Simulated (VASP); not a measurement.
Runs of VASP 6.6.1 on MgO (rock salt). The structure is that of space group Fm-3m (No. 225), or close to it. The cells are those of the table. 

```tsv
cell	gap on the mesh (eV)	pressure (GPa)
a = 2.874 Å, angles 60.0°, 2 atoms	5.77	(c)
a = 2.764 Å, angles 60.0°, 2 atoms	7.18	45.4
a = 2.668 Å, angles 60.0°, 2 atoms	8.62	90.7
a = 2.347 Å, angles 60.0°, 2 atoms	8.18	(a)
a = 2.977 Å, angles 60.0°, 2 atoms	4.67	(b)
```

Alike in all rows: task single point; level LDA; potentials or basis VASP PAW LDA potentials, release 64 (Mg, O); no spin polarisation; k mesh 10 × 10 × 10; cutoff (eV) 600; smearing gaussian 0.01 eV.

**Question.** Fill in the values left out.

**Answer.** (a) 492.9; (b) -7.8; (c) 11.7.

A k mesh can miss the band edges.
